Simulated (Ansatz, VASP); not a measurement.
# One calculation of AgOs2, two programs

File INCAR:

```
SYSTEM = AgOs2
ALGO     = Normal         ! electronic algorithm
EDIFF    = 1E-7           ! SCF threshold, eV
EDIFFG   = -0.04          ! ionic threshold
ENCUT    = 600            ! plane-wave cutoff, eV
GGA      = PE             ! functional
IBRION   = 2              ! ionic algorithm
ISIF     = 3              ! what is computed and relaxed
ISMEAR   = 0              ! smearing method
LASPH    = .True.         ! aspherical terms in the spheres
LCHARG   = .False.        ! write CHGCAR
LREAL    = .False.        ! projectors in reciprocal space
LWAVE    = .False.        ! write WAVECAR
NELM     = 100            ! most SCF steps
NSW      = 90             ! ionic steps
PREC     = Accurate       ! precision mode
SIGMA    = 0.1            ! smearing width, eV
```

KPOINTS

```
k-points
0
Gamma
  6 6 2
  0 0 0
```

File POSCAR:

```
AgOs2
1.0
    2.9530890479      0.0000000000      0.0000000000
   -1.4765445239      2.5574501351      0.0000000000
    0.0000000000      0.0000000000     11.4863054247
Ag Os
2 4
Direct
    0.3333333333      0.6666666667      0.2500000000
    0.6666666667      0.3333333333      0.7500000000
    0.3333333333      0.6666666667      0.6275000000
    0.6666666667      0.3333333333      0.1275000000
    0.3333333333      0.6666666667      0.8725000000
    0.6666666667      0.3333333333      0.3725000000
```

Input for Ansatz:

```yaml
crystal:
  lattice:
    - [2.9530890479, 0.0, 0.0]
    - [-1.4765445239, 2.5574501351, 0.0]
    - [0.0, 0.0, 11.4863054247]
  atoms:
    - { symbol: Ag, position: [0.3333333333, 0.6666666667, 0.25] }
    - { symbol: Ag, position: [0.6666666667, 0.3333333333, 0.75] }
    - { symbol: Os, position: [0.3333333333, 0.6666666667, 0.6275] }
    - { symbol: Os, position: [0.6666666667, 0.3333333333, 0.1275] }
    - { symbol: Os, position: [0.3333333333, 0.6666666667, 0.8725] }
    - { symbol: Os, position: [0.6666666667, 0.3333333333, 0.3725] }
basis:
  ecutwfc: 420
kpoints:
  mp_grid: { grid: [6, 6, 2] }
hamiltonian:
  xc: pbe
scf:
  occupations: { method: gaussian, width: 0.1 }
  lower_state_search: "off"
output:
  forces: true
  stress: true
  eigenvalues: true
relax:
  adjacent_minimum: "off"
  f_tol: 0.04
  max_steps: 70
  cell: { stress_tol: 0.4 }
```

Alike in both runs: task relaxation of cell and atoms; functional PBE; k mesh 6 × 6 × 2; occupations gaussian, width 0.1 eV; no spin polarisation.

|  | VASP | Ansatz |
| --- | --- | --- |
| version | VASP 6.6.1 | Ansatz 0.2.0 |
| potentials or method | VASP PAW PBE potentials, release 64 (Ag, Os), cutoff 600 eV | scalar-relativistic, plane waves, PAW |
| valence electrons in the cell | 54 | 102 |

|  | VASP | Ansatz | Ansatz less VASP |
| --- | --- | --- | --- |
| gap on the k mesh at the Fermi level, each at its own relaxed structure (eV) | none | none | - |
| relaxed volume (Å³/atom) | 15.37 | 15.40 | +0.023 |
| relaxed length of the cell vector where the two differ most in proportion (Å) | 13.918 | 13.934 | +0.0170 |

A gap of «none» marks a metal or a gap that the smearing closes. VASP's potentials hold 54 valence electrons a cell and Ansatz's 102, so a difference there can come from the potentials and not from the codes.

The k mesh is coarse, so the values compare programs but aren't converged. Spin-orbit coupling is off throughout. Noted on VASP's run: too few bands were computed for a metal, which touches its energy and stress.
